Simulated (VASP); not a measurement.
# Sb (I4/mmm) in VASP: settings compared

Aim: see how the results for Sb move with the level of theory and the settings. Levels: PBEsol-based screened hybrid with 25 % exact exchange, HSE06, PBE-based screened hybrid with 25 % exact exchange. Tasks: single point.

All numbers are computed with VASP 6.6.1; they aren't measurements. Logs are shortened: lines on timing, memory, paths and dates and some standing lists are left out, and cuts for length are marked.

### Step 1. The cell of the first run

Symmetry: I4/mmm, No. 139, tetragonal system. Conventional cell: a = 3.141 Å, b = 3.141 Å, c = 5.259 Å, α = 90.00°, β = 90.00°, γ = 90.00°. Within 4.1 Å of Sb (site symmetry 4/mmm) lie 12 Sb at 3.14 to 3.44 Å.

### Step 2. Single point, PBEsol-based screened hybrid with 25 % exact exchange

File POSCAR:

```
Sb
1.0
   -1.5704490897      1.5704490897      2.6295501890
    1.5704490897     -1.5704490897      2.6295501890
    1.5704490897      1.5704490897     -2.6295501890
Sb
1
Direct
    0.0000000000      0.0000000000      0.0000000000
```

File INCAR.step1:

```
SYSTEM = Sb
PREC = Accurate ; ENCUT = 520
EDIFF = 1E-5 ; ISMEAR = -1
SIGMA = 0.05 ; LREAL = .False.
LASPH = .True. ; NELM = 80
ALGO = Normal ; ISIF = 2
LWAVE = .True. ; LCHARG = .False.
GGA = PE ; NBANDS = 8
```

File INCAR.step2:

```
SYSTEM = Sb
PREC = Accurate ; ENCUT = 520
EDIFF = 1E-7 ; ISMEAR = -1
SIGMA = 0.05 ; LREAL = .False.
LASPH = .True. ; NELM = 80
ALGO = Normal ; ISIF = 2
LWAVE = .False. ; LCHARG = .False.
GGA = PS ; LHFCALC = .True.
AEXX = 0.25 ; HFSCREEN = 0.207
PRECFOCK = Normal ; ISTART = 1
NBANDS = 8
```

File KPOINTS:

```
Automatic mesh
0
Gamma
  6 6 6
  0 0 0
```

Potentials or basis: VASP PAW PBE potentials, release 64 (Sb).

Started as:

```sh
> cat potpaw_PBE.64/Sb/POTCAR > POTCAR
> cp INCAR.step1 INCAR
> mpirun -np 1 vasp_std > vasp.out
> cp INCAR.step2 INCAR
> mpirun -np 1 vasp_std > vasp.out
```

OUTCAR:

```text
SYSTEM = Sb
   PREC = Accurate
   ENCUT = 520
   EDIFF = 1E-7
   ISMEAR = -1
   LREAL = .False.
   LASPH = .True.
   NELM = 80
   ISIF = 2
   GGA = PS
   LHFCALC = .True.
   AEXX = 0.25
   HFSCREEN = 0.207
   PRECFOCK = Normal
   ISTART = 1

 ion  position               nearest neighbor table
   1  0.000  0.000  0.000-

  LATTYP: Found a body centered tetragonal cell.
 ALAT       =     3.1408981794
 C/A-ratio  =     1.6743937809

  Lattice vectors:

 A1 = (  -1.5704490897,   1.5704490897,   2.6295501890)
 A2 = (   1.5704490897,  -1.5704490897,   2.6295501890)
 A3 = (   1.5704490897,   1.5704490897,  -2.6295501890)

Analysis of symmetry for initial positions (statically):
=====================================================================
 Subroutine PRICEL returns:
 Original cell was already a primitive cell.

 Routine SETGRP: Setting up the symmetry group for a
 body centered tetragonal supercell.

 Subroutine GETGRP returns: Found 16 space group operations
 (whereof 16 operations were pure point group operations)
 out of a pool of 16 trial point group operations.

The static configuration has the point symmetry D_4h.

Analysis of symmetry for dynamics (positions and initial velocities):
=====================================================================
 Subroutine PRICEL returns:
 Original cell was already a primitive cell.

 Routine SETGRP: Setting up the symmetry group for a
 body centered tetragonal supercell.

 Subroutine GETGRP returns: Found 16 space group operations
 (whereof 16 operations were pure point group operations)
 out of a pool of 16 trial point group operations.

The dynamic configuration has the point symmetry D_4h.

 Subroutine INISYM returns: Found 16 space group operations
 (whereof 16 operations are pure point group operations),
 and found     1 'primitive' translations

----------------------------------------------------------------------------------------

                                     Primitive cell

  volume of cell :      25.9411

  direct lattice vectors                    reciprocal lattice vectors
    -1.570449090  1.570449090  2.629550189     0.000000000  0.318380267  0.190146589
     1.570449090 -1.570449090  2.629550189     0.318380267  0.000000000  0.190146589
     1.570449090  1.570449090 -2.629550189     0.318380267  0.318380267  0.000000000

  length of vectors
     3.441969623  3.441969623  3.441969623     0.370839210  0.370839210  0.450257691

  position of ions in fractional coordinates (direct lattice)
     0.000000000  0.000000000  0.000000000

  ion indices of the primitive-cell ions
   primitive index   ion index
                 1           1

----------------------------------------------------------------------------------------

 KPOINTS: Automatic mesh

Automatic generation of k-mesh.
 Grid dimensions read from file:
 generate k-points for:    6    6    6

 Generating k-lattice:

  Cartesian coordinates                     Fractional coordinates (reciprocal lattice)
     0.000000000  0.053063378  0.031691098     0.166666667  0.000000000 -0.000000000
     0.053063378  0.000000000  0.031691098     0.000000000  0.166666667 -0.000000000
     0.053063378  0.053063378  0.000000000     0.000000000  0.000000000  0.166666667

  Length of vectors
     0.061806535  0.061806535  0.075042949

  Shift w.r.t. Gamma in fractional coordinates (k-lattice)
     0.000000000  0.000000000  0.000000000

 Subroutine IBZKPT returns following result:
 ===========================================

 Found     30 irreducible k-points:

 Following reciprocal coordinates:
            Coordinates               Weight
  0.000000  0.000000  0.000000      1.000000
  0.166667 -0.000000  0.000000      8.000000
  0.333333 -0.000000  0.000000      8.000000
  0.500000 -0.000000  0.000000      4.000000
  0.166667  0.166667  0.000000      8.000000
  0.333333  0.166667  0.000000     16.000000
[... 16 lines left out ...]
 -0.333333 -0.333333  0.166667      8.000000
 -0.166667 -0.333333  0.166667      8.000000
 [... further k-points ...]
   k-points           NKPTS =     30   k-points in BZ     NKDIM =    216   number of bands    NBANDS=      8
   number of dos      NEDOS =    301   number of ions     NIONS =      1
   total plane-waves  NPLWV =  21952
   dimension x,y,z NGX =    28 NGY =   28 NGZ =   28
   dimension x,y,z NGXF=    56 NGYF=   56 NGZF=   56
   ions per type =               1
   NGX,Y,Z   is equivalent  to a cutoff of  13.52, 13.52, 13.52 a.u.
   NGXF,Y,Z  is equivalent  to a cutoff of  27.05, 27.05, 27.05 a.u.
 SYSTEM =  Sb
   PREC   = accura    normal or accurate (medium, high low for compatibility)
   ISTART =      1    job   : 0-new  1-cont  2-samecut
   ICHARG =      0    charge: 1-file 2-atom 10-const
   ISPIN  =      1    spin polarized calculation?
   LNONCOLLINEAR =      F non collinear calculations
   LSORBIT =      F    spin-orbit coupling
   LASPH  =      T    aspherical Exc in radial PAW
[... 31 lines left out ...]
   NKREDX  =     1    reduce k-point grid by
   NKREDY  =     1    reduce k-point grid by
   NKREDZ  =     1    reduce k-point grid by
   AEXX    =    0.2500 exact exchange contribution
   HFSCREEN=    0.2070 screening length (either q_TF or 0.3 A-1)
   HFSCREENC=   0.2070 screening length for correlation (either q_TF or 0.3 A-1)
   ENCUTFOCK=  -1.0 apply spherical cutoff to Coloumb kernel
   IVDW    =     0    specifies the selected vdW correction
   LEPSILON=     F    determine dielectric tensor
   LRPA    =     F    only Hartree local field effects (RPA)
 non-spin polarized calculation
  energy-cutoff  :      520.00
  volume of cell :       25.94
 maximum number of plane-waves:       729
 NGX is ok and might be reduce to    28
  NGX = 20; NGY = 20; NGZ = 20

 number of electron       5.0000000 magnetization

 Free energy of the ion-electron system (eV)
  ---------------------------------------------------
  ext. energy  EPLUGINS =         0.00000000
  ---------------------------------------------------
  free energy    TOTEN  =        -5.06688591 eV

  energy without entropy =       -5.06493682  energy(sigma->0) =       -5.06591136

 E-fermi :   9.1658     XC(G=0):  -8.6637

 val. band max:        8.8705774771   @ k =  -0.3333   0.3333   0.0000
 cond. band min:       9.3064407206   @ k =   0.5000   0.3333   0.0000
 fundamental gap:      0.4358632435
 Fermi energy:         9.1658252837

 k-point     1 :       0.0000    0.0000    0.0000
  band No.  band energies     occupation
      1      -5.9898      2.00000
      2      14.6093      0.00000
      3      15.1715      0.00000
      4      15.1715      0.00000
      5      19.0010      0.00000
      6      20.2295      0.00000
      7      20.2295      0.00000
      8      20.3086      0.00000

 k-point     2 :       0.1667   -0.0000    0.0000
  band No.  band energies     occupation
      1      -5.3580      2.00000
      2      10.8524      0.00000
      3      13.4954      0.00000
      4      14.9730      0.00000
      5      17.7777      0.00000
      6      19.1763      0.00000
      7      21.1813      0.00000
      8      21.4018      0.00000

 k-point     3 :       0.3333   -0.0000    0.0000
  band No.  band energies     occupation
      1      -3.5069      2.00000
      2       5.2859      2.00000
      3      11.8796      0.00000
      4      14.8160      0.00000
      5      16.3297      0.00000
      6      18.9969      0.00000
      7      21.0108      0.00000
      8      21.7225      0.00000

 k-point     4 :       0.5000   -0.0000    0.0000
  band No.  band energies     occupation
      1      -1.4802      2.00000
      2       1.9044      2.00000
      3      11.2545      0.00000
      4      14.8374      0.00000
      5      15.8368      0.00000
      6      19.6928      0.00000
      7      20.0406      0.00000
      8      20.1486      0.00000

 k-point     5 :       0.1667    0.1667    0.0000
  band No.  band energies     occupation
      1      -4.4049      2.00000
      2       9.4121      0.01440
      3      10.2645      0.00000
      4      12.9790      0.00000
      5      18.3534      0.00000
      6      19.1362      0.00000
      7      20.8932      0.00000
      8      21.3739      0.00000
[... 177 lines left out ...]
 k-point    22 :      -0.1667    0.5000    0.1667
  band No.  band energies     occupation
      1      -1.8050      2.00000
      2       3.4370      2.00000
      3       8.0391      2.00000
      4      13.4166      0.00000
      5      17.0556      0.00000
      6      20.0854      0.00000
      7      22.2454      0.00000
      8      23.3907      0.00000

 k-point    23 :      -0.3333   -0.3333    0.1667
  band No.  band energies     occupation
      1      -2.5403      2.00000
      2       5.9485      2.00000
      3       8.3563      2.00000
      4       9.4303      0.01004
      5      19.4774      0.00000
      6      19.8640      0.00000
      7      22.2015      0.00000
      8      23.7578      0.00000

 k-point    24 :      -0.1667   -0.3333    0.1667
  band No.  band energies     occupation
      1      -4.0652      2.00000
      2       7.6669      2.00000
      3       9.9817      0.00000
      4      12.9683      0.00000
      5      16.7141      0.00000
      6      19.7003      0.00000
      7      21.7075      0.00000
      8      23.8536      0.00000

 [... further k-points ...]
[... 5 lines left out ...]
  --------------------------------------------------------------------------------------
  -------------------------------------------------------------------------------------
  Total       -0.1830803     -0.1830803     -0.1351584      0.0000000      0.0000000      0.0000000
  in kB      -11.3074039    -11.3074039     -8.3476568      0.0000000      0.0000000      0.0000000
  external PRESSURE =     -10.3208215 kB  Pullay stress =       0.0000000 kB

 VOLUME and BASIS-vectors are now :
 -----------------------------------------------------------------------------
  energy-cutoff  :      520.00
  volume of cell :       25.94
      direct lattice vectors                 reciprocal lattice vectors
    -1.570449090  1.570449090  2.629550189     0.000000000  0.318380267  0.190146589
     1.570449090 -1.570449090  2.629550189     0.318380267  0.000000000  0.190146589
     1.570449090  1.570449090 -2.629550189     0.318380267  0.318380267  0.000000000

 POSITION                                       TOTAL-FORCE (eV/Angst)
 -----------------------------------------------------------------------------------
      0.00000      0.00000      0.00000        -0.000000     -0.000000      0.000000
 -----------------------------------------------------------------------------------
    total drift:                               -0.000000      0.000000     -0.000000

  FREE ENERGIE OF THE ION-ELECTRON SYSTEM (eV)
  ---------------------------------------------------
  free  energy   TOTEN  =        -5.0668859066 eV

  energy  without entropy=       -5.0649368224  energy(sigma->0) =       -5.06591136
```

It took 6.7 min on 1 thread of Intel Xeon 6975P-C (Granite Rapids), shared host; peak memory 0.26 GiB.

Results:

```yaml
Free_energy: -5.0669 eV
Pressure: -1.0 GPa
Band_gap_on_the_k_mesh: zero (an odd number of electrons rules out a gap without spin polarisation)
```

Stress tensor (GPa, compression positive):
```
-1.13  0.00  0.00
 0.00 -1.13  0.00
 0.00  0.00 -0.83
```

Levels at points of the mesh, in eV from the Fermi level:
```
           k point  band 1  band 2  band 3  band 4  band 5  band 6  band 7  band 8
(0.00, 0.00, 0.00)  -15.16    5.44    6.01    6.01    9.84   11.06   11.06   11.14
(0.50, 0.00, 0.00)  -10.65   -7.26    2.09    5.67    6.67   10.53   10.87   10.98
(0.50, 0.50, 0.00)   -7.78   -5.70   -1.42    0.32    3.54    4.33   16.75   17.48
(0.50, 0.50, 0.50)  -10.49   -7.02    1.84    1.84    5.77    6.06   18.72   18.86
```

Caveat: the k points lie up to 0.39 Å⁻¹ apart, too coarse for converged energies and pressures of a metal; the PAW data sets were made with another functional, which shifts forces and pressure a little; spin-orbit coupling is left out, which moves the levels of the heavy elements.

### Step 3. Single point, HSE06

This run uses another cell than the first one, of 26.62 Å³/atom.

File POSCAR:

```
Sb
1.0
   -1.5830173270      1.5830173270      2.6552842350
    1.5830173270     -1.5830173270      2.6552842350
    1.5830173270      1.5830173270     -2.6552842350
Sb
1
Direct
    0.0000000000      0.0000000000      0.0000000000
```

File INCAR.step1:

```
SYSTEM = Sb
PREC = Accurate ; ENCUT = 520
EDIFF = 1E-5 ; ISMEAR = -1
SIGMA = 0.05 ; LREAL = .False.
LASPH = .True. ; NELM = 100
ALGO = Normal ; ISIF = 2
LWAVE = .True. ; GGA = PE
NBANDS = 8
```

File INCAR.step2:

```
SYSTEM = Sb
PREC = Accurate ; ENCUT = 520
EDIFF = 1E-7 ; ISMEAR = -1
SIGMA = 0.05 ; LREAL = .False.
LASPH = .True. ; NELM = 100
ALGO = Normal ; ISIF = 2
LWAVE = .False. ; LCHARG = .True.
GGA = PE ; LHFCALC = .True.
HFSCREEN = 0.2079 ; PRECFOCK = Normal
LELF = .True. ; LVHAR = .True.
ISTART = 1 ; NBANDS = 8
```

File KPOINTS:

```
regular mesh
0
Gamma
  6 6 6
  0 0 0
```

Potentials or basis: VASP PAW PBE potentials, release 64 (Sb).

Started as:

```sh
> cat potpaw_PBE.64/Sb/POTCAR > POTCAR
> cp INCAR.step1 INCAR
> mpirun -np 1 vasp_std > vasp.out
> cp INCAR.step2 INCAR
> mpirun -np 1 vasp_std > vasp.out
```

Run time: 6.9 min. Hardware: 1 thread of Intel Xeon 6975P-C (Granite Rapids), shared host; peak memory 0.26 GiB.

Results (log left out):

| Property | Result |
| --- | --- |
| Free energy | -4.7479 eV |
| Pressure | -1.1 GPa |
| Band gap on the k mesh | zero (an odd number of electrons rules out a gap without spin polarisation) |

Stress tensor (GPa, compression positive):
```
-1.22  0.00  0.00
 0.00 -1.22  0.00
 0.00  0.00 -0.88
```

Levels at points of the mesh, in eV from the Fermi level:
```
           k point  band 1  band 2  band 3  band 4  band 5  band 6  band 7  band 8
(0.00, 0.00, 0.00)  -14.91    5.25    5.83    5.83    9.69   10.95   10.95   11.11
(0.50, 0.00, 0.00)  -10.55   -7.07    2.01    5.52    6.57   10.36   10.85   10.88
(0.50, 0.50, 0.00)   -7.78   -5.55   -1.40    0.34    3.54    4.33   16.51   17.26
(0.50, 0.50, 0.50)  -10.43   -6.83    1.82    1.82    5.74    6.01   18.49   18.62
```

Caveat: the k points lie up to 0.39 Å⁻¹ apart, too coarse for converged energies and pressures of a metal; the PAW data sets were made with another functional, which shifts forces and pressure a little; spin-orbit coupling is left out, which moves the levels of the heavy elements.

### Step 4. Single point, PBE-based screened hybrid with 25 % exact exchange

This run uses another cell than the first one, of 26.73 Å³/atom.

File POSCAR:

```
Sb
1.0
   -1.5858269290      1.5858269290      2.6576360404
    1.5858269290     -1.5858269290      2.6576360404
    1.5858269290      1.5858269290     -2.6576360404
Sb
1
Direct
    0.0000000000      0.0000000000      0.0000000000
```

File INCAR.step1:

```
SYSTEM = Sb
  ALGO = Normal
  EDIFF = 1E-5
  ENCUT = 520
  GGA = PE
  ISIF = 2
  ISMEAR = -1
  LASPH = .TRUE.
  LCHARG = .FALSE.
  LREAL = .FALSE.
  LWAVE = .TRUE.
  NBANDS = 8
  NELM = 60
  PREC = Accurate
  SIGMA = 0.05
```

File INCAR.step2:

```
SYSTEM = Sb
  AEXX = 0.25
  ALGO = Normal
  EDIFF = 1E-6
  ENCUT = 520
  GGA = PE
  HFSCREEN = 0.3
  ISIF = 2
  ISMEAR = -1
  ISTART = 1
  LASPH = .TRUE.
  LCHARG = .FALSE.
  LHFCALC = .TRUE.
  LREAL = .FALSE.
  LWAVE = .FALSE.
  NBANDS = 8
  NELM = 60
  PREC = Accurate
  PRECFOCK = Normal
  SIGMA = 0.05
```

File KPOINTS:

```
k-points
0
G
  6 6 6
  0 0 0
```

Started as:

```sh
> cat potpaw_PBE.64/Sb/POTCAR > POTCAR
> cp INCAR.step1 INCAR
> mpirun -np 1 vasp_std > vasp.out
> cp INCAR.step2 INCAR
> mpirun -np 1 vasp_std > vasp.out
```

It took 4 min on 1 thread of Intel Xeon 6975P-C (Granite Rapids), shared host; peak memory 0.26 GiB.

Results (log left out):

```
Free energy            : -4.5786 eV
Pressure               : -1.1 GPa
Band gap on the k mesh : zero (an odd number of electrons rules out a gap without spin polarisation)
```

Stress tensor (GPa, compression positive):
```
-1.20  0.00  0.00
 0.00 -1.20  0.00
 0.00  0.00 -0.85
```

Levels at points of the mesh, in eV from the Fermi level:
| k point | band 1 | band 2 | band 3 | band 4 | band 5 | band 6 | band 7 | band 8 |
| --- | --- | --- | --- | --- | --- | --- | --- | --- |
| (0.00, 0.00, 0.00) | -14.64 | 5.10 | 5.68 | 5.68 | 9.57 | 10.82 | 10.82 | 10.99 |
| (0.50, 0.00, 0.00) | -10.33 | -6.83 | 1.96 | 5.37 | 6.49 | 10.22 | 10.73 | 10.74 |
| (0.50, 0.50, 0.00) | -7.63 | -5.35 | -1.31 | 0.32 | 3.50 | 4.28 | 16.38 | 17.12 |
| (0.50, 0.50, 0.50) | -10.21 | -6.59 | 1.78 | 1.78 | 5.67 | 5.92 | 18.35 | 18.48 |

Caveat: the k points lie up to 0.38 Å⁻¹ apart, too coarse for converged energies and pressures of a metal; the PAW data sets were made with another functional, which shifts forces and pressure a little; spin-orbit coupling is left out, which moves the levels of the heavy elements.

### Step 5. Single point, PBE-based screened hybrid with 25 % exact exchange

This run uses another cell than the first one, of 26.96 Å³/atom.

File POSCAR:

```
Sb
1.0
   -1.5765401831      1.5765401831      2.7119384313
    1.5765401831     -1.5765401831      2.7119384313
    1.5765401831      1.5765401831     -2.7119384313
Sb
1
Direct
    0.0000000000      0.0000000000      0.0000000000
```

File INCAR.step1:

```
SYSTEM = Sb
ALGO = Normal
EDIFF = 1E-5
ENCUT = 520
GGA = PE
ISIF = 2
ISMEAR = -1
LASPH = .TRUE.
LREAL = .FALSE.
LWAVE = .TRUE.
NBANDS = 8
NELM = 100
PREC = Accurate
SIGMA = 0.05
```

File INCAR.step2:

```
SYSTEM = Sb
AEXX = 0.25
ALGO = Normal
EDIFF = 1E-6
ENCUT = 520
GGA = PE
HFSCREEN = 0.3
ISIF = 2
ISMEAR = -1
ISTART = 1
LASPH = .TRUE.
LCHARG = .TRUE.
LELF = .TRUE.
LHFCALC = .TRUE.
LREAL = .FALSE.
LVHAR = .TRUE.
LWAVE = .FALSE.
NBANDS = 8
NELM = 100
PREC = Accurate
PRECFOCK = Normal
SIGMA = 0.05
```

KPOINTS is that of step 4.

Started as:

```sh
> cat potpaw_PBE.64/Sb/POTCAR > POTCAR
> cp INCAR.step1 INCAR
> mpirun -np 1 vasp_std > vasp.out
> cp INCAR.step2 INCAR
> mpirun -np 1 vasp_std > vasp.out
```

It took 4.1 min on 1 thread of Intel Xeon 6975P-C (Granite Rapids), shared host; peak memory 0.26 GiB.

It converged, with:

```
Free energy            : -4.5736 eV
Pressure               : -1.3 GPa
Band gap on the k mesh : zero (an odd number of electrons rules out a gap without spin polarisation)
```

Stress tensor (GPa, compression positive):
```
-0.45  0.00  0.00
 0.00 -0.45  0.00
 0.00  0.00 -3.14
```

Levels at points of the mesh, in eV from the Fermi level:
```
           k point  band 1  band 2  band 3  band 4  band 5  band 6  band 7  band 8
(0.00, 0.00, 0.00)  -14.54    4.85    5.69    5.69    9.53   10.91   10.97   11.12
(0.50, 0.00, 0.00)  -10.27   -6.73    1.71    5.62    6.21   10.44   10.94   10.99
(0.50, 0.50, 0.00)   -7.47   -5.20   -1.45    0.42    3.46    4.33   16.00   16.60
(0.50, 0.50, 0.50)  -10.42   -6.57    2.06    2.06    5.89    6.23   18.43   18.43
```

Caveat: the k points lie up to 0.38 Å⁻¹ apart, too coarse for converged energies and pressures of a metal; the PAW data sets were made with another functional, which shifts forces and pressure a little; spin-orbit coupling is left out, which moves the levels of the heavy elements.

### Step 6. The runs side by side

```tsv
level	cell	screening parameter	gap on the mesh (eV)	pressure (GPa)
PBEsol-based screened hybrid with 25 % exact exchange	a = 3.442 Å, angles 125.7, 125.7, 80.4°, 1 atom	0.207 1/Å	none	-1.0
HSE06	a = 3.473 Å, angles 125.8, 125.8, 80.3°, 1 atom	0.2079 1/Å	none	-1.1
PBE-based screened hybrid with 25 % exact exchange	a = 3.477 Å, angles 125.7, 125.7, 80.3°, 1 atom	0.3 1/Å	none	-1.1
PBE-based screened hybrid with 25 % exact exchange	a = 3.511 Å, angles 126.6, 126.6, 78.8°, 1 atom	0.3 1/Å	none	-1.3
```

Alike in all rows: task single point; potentials or basis VASP PAW PBE potentials, release 64 (Sb); no spin polarisation; k mesh 6 × 6 × 6; cutoff (eV) 520; smearing fermi-dirac 0.05 eV.

Caveats: all runs use coarse meshes; the PAW data sets were made with another functional, which shifts forces and pressure a little; spin-orbit coupling is left out, which moves the levels of the heavy elements.

Absolute energies hang on the potentials; compare differences alone.
